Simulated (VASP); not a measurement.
# La2P6Ru (Fm-3m) in VASP: a series of runs

Runs on La2P6Ru. Level: PBE. Tasks: relaxation of cell and atoms, single point.

Everything below comes from runs of VASP 6.6.1. Logs are shortened: lines on timing, memory, paths and dates and some standing lists are left out, and cuts for length are marked.

## (1) The cell of the first run

Symmetry: Fm-3m, No. 225, cubic system. The conventional cell has a = 8.736 Å, b = 8.736 Å, c = 8.736 Å, α = 90.00°, β = 90.00°, γ = 90.00°. La (site symmetry -43m) has 12 P at 3.10 Å and 4 Ru at 3.78 Å within 4.1 Å. Within 3.2 Å of P (site symmetry 4mm) lie 1 Ru at 2.42 Å and 4 P at 2.76 Å and 4 La at 3.10 Å. Ru (site symmetry m-3m) has 6 P at 2.42 Å within 3.2 Å.

## (2) Relaxation of cell and atoms, PBE

Contents of INCAR:

```
SYSTEM = La2P6Ru
ALGO     = Normal         ! electronic algorithm
EDIFF    = 1E-7           ! SCF threshold, eV
EDIFFG   = -0.01          ! ionic threshold
ENCUT    = 600            ! plane-wave cutoff, eV
GGA      = PE             ! functional
IBRION   = 2              ! ionic algorithm
ISIF     = 3              ! what is computed and relaxed
ISMEAR   = 0              ! smearing method
LASPH    = .True.         ! aspherical terms in the spheres
LCHARG   = .False.        ! write CHGCAR
LREAL    = .False.        ! projectors in reciprocal space
LWAVE    = .False.        ! write WAVECAR
NELM     = 100            ! most SCF steps
NSW      = 100            ! ionic steps
PREC     = Accurate       ! precision mode
SIGMA    = 0.1            ! smearing width, eV
```

Contents of KPOINTS:

```
k-points
0
Gamma
  8 8 8
  0 0 0
```

Contents of POSCAR:

```
La2P6Ru
1.0
    0.0000000000      4.3681226407      4.3681226407
    4.3681226407      0.0000000000      4.3681226407
    4.3681226407      4.3681226407      0.0000000000
La P Ru
2 6 1
Direct
    0.2500000000      0.2500000000      0.2500000000
    0.7500000000      0.7500000000      0.7500000000
    0.2765393193      0.7234606807      0.7234606807
    0.7234606807      0.2765393193      0.7234606807
    0.7234606807      0.2765393193      0.2765393193
    0.2765393193      0.7234606807      0.2765393193
    0.7234606807      0.7234606807      0.2765393193
    0.2765393193      0.2765393193      0.7234606807
    0.0000000000      0.0000000000      0.0000000000
```

Potentials or basis: VASP PAW PBE potentials, release 64 (La, P, Ru_pv).

Command:

```
$ cat potpaw_PBE.64/La/POTCAR potpaw_PBE.64/P/POTCAR potpaw_PBE.64/Ru_pv/POTCAR > POTCAR
$ mpirun -np 1 vasp_std > vasp.out
```

OUTCAR:

```text
SYSTEM = La2P6Ru
   EDIFF = 1E-7
   EDIFFG = -0.01
   ENCUT = 600
   GGA = PE
   IBRION = 2
   ISIF = 3
   ISMEAR = 0
   LASPH = .True.
   LREAL = .False.
   NELM = 100
   NSW = 100
   PREC = Accurate

 ion  position               nearest neighbor table
   1  0.250  0.250  0.250-   5 3.10   6 3.10   8 3.10   3 3.10   4 3.10   8 3.10   3 3.10   6 3.10
                             7 3.10   4 3.10   5 3.10   7 3.10
   2  0.750  0.750  0.750-   3 3.10   6 3.10   8 3.10   4 3.10   5 3.10   8 3.10   5 3.10   6 3.10
                             7 3.10   3 3.10   4 3.10   7 3.10
   3  0.277  0.723  0.723-   9 2.42   6 2.76   7 2.76   8 2.76   4 2.76   2 3.10   1 3.10   1 3.10
                             2 3.10
   4  0.723  0.277  0.723-   9 2.42   5 2.76   7 2.76   8 2.76   3 2.76   2 3.10   1 3.10   1 3.10
                             2 3.10
   5  0.723  0.277  0.277-   9 2.42   6 2.76   7 2.76   8 2.76   4 2.76   1 3.10   1 3.10   2 3.10
                             2 3.10
   6  0.277  0.723  0.277-   9 2.42   5 2.76   7 2.76   8 2.76   3 2.76   1 3.10   1 3.10   2 3.10
                             2 3.10
   7  0.723  0.723  0.277-   9 2.42   4 2.76   5 2.76   6 2.76   3 2.76   2 3.10   1 3.10   1 3.10
                             2 3.10
   8  0.277  0.277  0.723-   9 2.42   4 2.76   5 2.76   6 2.76   3 2.76   1 3.10   1 3.10   2 3.10
                             2 3.10
   9  0.000  0.000  0.000-   3 2.42   4 2.42   5 2.42   6 2.42   7 2.42   8 2.42

  LATTYP: Found a face centered cubic cell.
 ALAT       =     8.7362452814

  Lattice vectors:

 A1 = (   0.0000000000,   4.3681226407,   4.3681226407)
 A2 = (   4.3681226407,   0.0000000000,   4.3681226407)
 A3 = (   4.3681226407,   4.3681226407,   0.0000000000)

Analysis of symmetry for initial positions (statically):
=====================================================================
 Subroutine PRICEL returns:
 Original cell was already a primitive cell.

 Routine SETGRP: Setting up the symmetry group for a
 face centered cubic supercell.

 Subroutine GETGRP returns: Found 48 space group operations
 (whereof 48 operations were pure point group operations)
 out of a pool of 48 trial point group operations.

The static configuration has the point symmetry O_h .

Analysis of symmetry for dynamics (positions and initial velocities):
=====================================================================
 Subroutine PRICEL returns:
 Original cell was already a primitive cell.

 Routine SETGRP: Setting up the symmetry group for a
 face centered cubic supercell.

 Subroutine GETGRP returns: Found 48 space group operations
 (whereof 48 operations were pure point group operations)
 out of a pool of 48 trial point group operations.

The dynamic configuration has the point symmetry O_h .

 Subroutine INISYM returns: Found 48 space group operations
 (whereof 48 operations are pure point group operations),
 and found     1 'primitive' translations

----------------------------------------------------------------------------------------

                                     Primitive cell

  volume of cell :     166.6919

  direct lattice vectors                    reciprocal lattice vectors
     0.000000000  4.368122641  4.368122641    -0.114465651  0.114465651  0.114465651
     4.368122641  0.000000000  4.368122641     0.114465651 -0.114465651  0.114465651
     4.368122641  4.368122641  0.000000000     0.114465651  0.114465651 -0.114465651

  length of vectors
     6.177458281  6.177458281  6.177458281     0.198260323  0.198260323  0.198260323

  position of ions in fractional coordinates (direct lattice)
     0.250000000  0.250000000  0.250000000
     0.750000000  0.750000000  0.750000000
     0.276539319  0.723460681  0.723460681
     0.723460681  0.276539319  0.723460681
     0.723460681  0.276539319  0.276539319
     0.276539319  0.723460681  0.276539319
     0.723460681  0.723460681  0.276539319
     0.276539319  0.276539319  0.723460681
     0.000000000  0.000000000  0.000000000

  ion indices of the primitive-cell ions
   primitive index   ion index
                 1           1
                 2           2
                 3           3
                 4           4
                 5           5
                 6           6
                 7           7
                 8           8
                 9           9

----------------------------------------------------------------------------------------

 KPOINTS: k-points

Automatic generation of k-mesh.
 Grid dimensions read from file:
 generate k-points for:    8    8    8

 Generating k-lattice:

  Cartesian coordinates                     Fractional coordinates (reciprocal lattice)
    -0.014308206  0.014308206  0.014308206     0.125000000  0.000000000  0.000000000
     0.014308206 -0.014308206  0.014308206     0.000000000  0.125000000  0.000000000
     0.014308206  0.014308206 -0.014308206     0.000000000  0.000000000  0.125000000

  Length of vectors
     0.024782540  0.024782540  0.024782540

  Shift w.r.t. Gamma in fractional coordinates (k-lattice)
     0.000000000  0.000000000  0.000000000

 Subroutine IBZKPT returns following result:
 ===========================================

 Found     29 irreducible k-points:

 Following reciprocal coordinates:
            Coordinates               Weight
  0.000000  0.000000  0.000000      1.000000
  0.125000  0.000000  0.000000      8.000000
  0.250000  0.000000  0.000000      8.000000
  0.375000  0.000000  0.000000      8.000000
  0.500000  0.000000  0.000000      4.000000
  0.125000  0.125000  0.000000      6.000000
[... 16 lines left out ...]
  0.500000  0.250000  0.125000     48.000000
 -0.375000  0.250000  0.125000     24.000000
 [... further k-points ...]
   k-points           NKPTS =     29   k-points in BZ     NKDIM =     29   number of bands    NBANDS=     39
   number of dos      NEDOS =    301   number of ions     NIONS =      9
   total plane-waves  NPLWV = 125000
   dimension x,y,z NGX =    50 NGY =   50 NGZ =   50
   dimension x,y,z NGXF=   100 NGYF=  100 NGZF=  100
   ions per type =               2   6   1
   NGX,Y,Z   is equivalent  to a cutoff of  13.46, 13.46, 13.46 a.u.
   NGXF,Y,Z  is equivalent  to a cutoff of  26.91, 26.91, 26.91 a.u.
 SYSTEM =  La2P6Ru
   PREC   = accura    normal or accurate (medium, high low for compatibility)
   ISTART =      0    job   : 0-new  1-cont  2-samecut
   ICHARG =      2    charge: 1-file 2-atom 10-const
   ISPIN  =      1    spin polarized calculation?
   LNONCOLLINEAR =      F non collinear calculations
   LSORBIT =      F    spin-orbit coupling
   LASPH  =      T    aspherical Exc in radial PAW
   ENCUT  =  600.0 eV  44.10 Ry    6.64 a.u.  12.34 12.34 12.34*2*pi/ulx,y,z
   NELM   =    100;   NELMIN=  2; NELMDL= -5     # of ELM steps
   EDIFF  = 0.1E-06   stopping-criterion for ELM
   LREAL  =      F    real-space projection
   EDIFFG = -.1E-01   stopping-criterion for IOM
   NSW    =    100    number of steps for IOM
   IBRION =      2    ionic relax: 0-MD 1-quasi-New 2-CG
   NFREE  =      1    steps in history (QN), initial steepest desc. (CG)
   ISIF   =      3    stress and relaxation
   ISYM   =      2    0-nonsym 1-usesym 2-fastsym
   POTIM  = 0.5000    time-step for ionic-motion
   TEBEG  =    0.0;   TEEND  =   0.0 temperature during run
   PSTRESS=    0.0 pullay stress
   NELECT =      66.0000    total number of electrons
   NUPDOWN=      -1.0000    fix difference up-down
   EMIN   =  10.00;   EMAX   =-10.00  energy-range for DOS
   EFERMI =   0.00;   METHOD = LEGACY
   ISMEAR =     0;   SIGMA  =   0.10  broadening in eV -4-tet -1-fermi 0-gaus
   EFERMI_NEDOS =   21; number of points for ismear=-14 and -15
   IALGO  =     38    algorithm
   IMIX   =      4    mixing-type and parameters
     AMIX     =   0.40;   BMIX     =  1.00
     AMIX_MAG =   1.60;   BMIX_MAG =  1.00
  volume/ion in A,a.u.               =      18.52       124.99
  Fermi-wavevector in a.u.,A,eV,Ry     =   1.202130  2.271696 19.661994  1.445116
  Thomas-Fermi vector in A             =   2.337920
   LORBIT       =      0    0 simple, 1 ext, 2 COOP (PROOUT), +10 PAW based schemes
   GGA     = PE    functional components
   LHFCALC =     F    Hartree Fock is set to
   AEXX    =    0.0000 exact exchange contribution
   IVDW    =     0    specifies the selected vdW correction
   LEPSILON=     F    determine dielectric tensor
   LRPA    =     F    only Hartree local field effects (RPA)
 conjugate gradient relaxation of ions
 non-spin polarized calculation
 Gauss-broadening in eV      SIGMA  =   0.10
  energy-cutoff  :      600.00
  volume of cell :      166.69
 maximum number of plane-waves:      5601
 NGX is ok and might be reduce to    50
   NGX = 25   NGY = 25   NGZ = 25

--------------------------------------- Ionic step        1  -------------------------------------------

 number of electron      65.9999999 magnetization

 Free energy of the ion-electron system (eV)
  ---------------------------------------------------
  ext. energy  EPLUGINS =         0.00000000
  ---------------------------------------------------
  free energy    TOTEN  =       -55.96667206 eV

  energy without entropy =      -55.93535727  energy(sigma->0) =      -55.95101467

------------------------ aborting loop because EDIFF is reached ----------------------------------------

  FORCE on cell =-STRESS in cart. coord.  units (eV):
  Direction    XX          YY          ZZ          XY          YZ          ZX
  --------------------------------------------------------------------------------------
  -------------------------------------------------------------------------------------
  Total       -0.3345300     -0.3345300     -0.3345300     -0.0000000      0.0000000     -0.0000000
  in kB       -3.2153716     -3.2153716     -3.2153716     -0.0000000      0.0000000     -0.0000000
  external PRESSURE =      -3.2153716 kB  Pullay stress =       0.0000000 kB
[... 157 lines left out ...]
  energy  without entropy=      -55.9361183206  energy(sigma->0) =      -55.95176007

--------------------------------------- Ionic step        5  -------------------------------------------

 number of electron      65.9999999 magnetization

 Free energy of the ion-electron system (eV)
  ---------------------------------------------------
  ext. energy  EPLUGINS =         0.00000000
  ---------------------------------------------------
  free energy    TOTEN  =       -55.96745777 eV

  energy without entropy =      -55.93615525  energy(sigma->0) =      -55.95180651

 E-fermi :   9.6545     XC(G=0): -11.1053

 val. band max:        9.6279668807   @ k =   0.5000   0.2500   0.0000
 cond. band min:       9.6569517097   @ k =  -0.3750   0.5000   0.1250
 fundamental gap:      0.0289848290
 Fermi energy:         9.6544580829

 k-point     1 :       0.0000    0.0000    0.0000
  band No.  band energies     occupation
      1     -33.3106      2.00000
      2     -33.3106      2.00000
      3     -33.3106      2.00000
      4     -22.8121      2.00000
      5     -22.7683      2.00000
      6      -6.8848      2.00000
[... 997 lines left out ...]
     38      10.7713      0.00000
     39      11.4642      0.00000

 [... further k-points ...]
[... 5 lines left out ...]
  --------------------------------------------------------------------------------------
  -------------------------------------------------------------------------------------
  Total        0.0139767      0.0139767      0.0139767      0.0000000      0.0000000      0.0000000
  in kB        0.1347186      0.1347186      0.1347186      0.0000000      0.0000000      0.0000000
  external PRESSURE =       0.1347186 kB  Pullay stress =       0.0000000 kB
[... 24 lines left out ...]
  FREE ENERGIE OF THE ION-ELECTRON SYSTEM (eV)
  ---------------------------------------------------
  free  energy   TOTEN  =       -55.9674577746 eV

  energy  without entropy=      -55.9361552536  energy(sigma->0) =      -55.95180651

 reached required accuracy - stopping structural energy minimisation
```

Run time: 19 min. Hardware: 1 thread of Intel Xeon Platinum 8259CL at 2.50GHz (Skylake/Cascade Lake), shared host; peak memory 0.51 GiB.

What came out:

| Quantity | Value |
| --- | --- |
| Free energy | -55.9675 eV |
| Relaxed volume | 18.47 Å³/atom |
| Relaxed cell | a = 6.172 Å, b = 6.172 Å, c = 6.172 Å, α = 60.00°, β = 60.00°, γ = 60.00° |
| Space group after relaxing (to 0.05 Å) | Fm-3m (No. 225) |
| Energy gained by relaxing | 0.1 meV/atom |
| Ionic steps | 5 |
| Pressure after relaxing | 0.0 GPa |
| Largest force after relaxing | 0.008 eV/Å |
| Band gap on the k mesh | zero (band 33 reaches 10.97 eV, above the bottom of band 34 at 9.44 eV) |

Forces on the atoms (eV/Å):
```
La   0.000  0.000  0.000
La   0.000  0.000  0.000
P    0.008  0.000  0.000
P    0.000  0.008  0.000
P   -0.008  0.000  0.000
P    0.000 -0.008  0.000
P    0.000  0.000  0.008
P    0.000  0.000 -0.008
Ru   0.000  0.000  0.000
```

The path:
```
step  energy change (eV)  largest force (eV/Å)  pressure (GPa)  volume (Å³)
   1              0.0000                0.0458           -0.32       166.69
   2             -0.0004                0.0074            0.27       165.80
   3             -0.0007                0.0140            0.04       166.15
   4             -0.0007                0.0148            0.03       166.16
   5             -0.0008                0.0077            0.01       166.22
```

Final structure:
```xyz
9
Lattice="0.0000 4.3640 4.3640 4.3640 0.0000 4.3640 4.3640 4.3640 0.0000" Properties=species:S:1:pos:R:3 pbc="T T T"
La    2.1820    2.1820    2.1820
La    6.5460    6.5460    6.5460
P     6.3164    4.3640    4.3640
P     4.3640    6.3164    4.3640
P     2.4116    4.3640    4.3640
P     4.3640    2.4116    4.3640
P     4.3640    4.3640    6.3164
P     4.3640    4.3640    2.4116
Ru    4.3640    4.3640    0.0000
```

Caveat: spin-orbit coupling is left out, which moves the levels of the heavy elements.

## (3) Single point, PBE

Contents of INCAR:

```
ALGO = Normal
EDIFF = 1E-6
ENCUT = 520
GGA = PE
ISIF = 2
ISMEAR = 0
LASPH = T
LCHARG = F
LREAL = F
LWAVE = F
NBANDS = 43
NELM = 100
PREC = Accurate
SIGMA = 0.1
```

Contents of KPOINTS:

```
k-points
0
Gamma
  4 4 4
```

POSCAR is that of step 2.

Potentials or basis: VASP PAW PBE potentials, release 64 (La, P, Ru_pv).

Command:

```
$ cat potpaw_PBE.64/La/POTCAR potpaw_PBE.64/P/POTCAR potpaw_PBE.64/Ru_pv/POTCAR > POTCAR
$ mpirun -np 1 vasp_std > vasp.out
```

It took 87 s on 1 thread of Intel Xeon Platinum 8259CL at 2.50GHz (Skylake/Cascade Lake), shared host; peak memory 0.35 GiB.

Results (log left out):

| Quantity | Value |
| --- | --- |
| Free energy | -56.0002 eV |
| Pressure | -0.3 GPa |
| Largest force | 0.040 eV/Å |
| Band gap on the k mesh | zero (band 33 reaches 10.92 eV, above the bottom of band 34 at 9.61 eV) |

Forces on the atoms (eV/Å):
```
La   0.000  0.000  0.000
La   0.000  0.000  0.000
P    0.040  0.000  0.000
P    0.000  0.040  0.000
P   -0.040  0.000  0.000
P    0.000 -0.040  0.000
P    0.000  0.000  0.040
P    0.000  0.000 -0.040
Ru   0.000  0.000  0.000
```

Levels at points of the mesh, in eV from the Fermi level:
| k point | band 29 | band 30 | band 31 | band 32 | band 33 | band 34 | band 35 | band 36 |
| --- | --- | --- | --- | --- | --- | --- | --- | --- |
| (0.00, 0.00, 0.00) | -1.68 | -1.06 | -1.06 | -1.06 | 1.28 | 1.28 | 1.38 | 1.38 |
| (0.50, 0.00, 0.00) | -1.22 | -1.03 | -1.03 | -0.42 | 0.12 | 0.12 | 0.19 | 0.36 |
| (0.50, 0.50, 0.00) | -1.75 | -1.66 | -1.46 | -1.46 | -1.43 | 0.48 | 0.62 | 0.62 |

Caveat: spin-orbit coupling is left out, which moves the levels of the heavy elements.
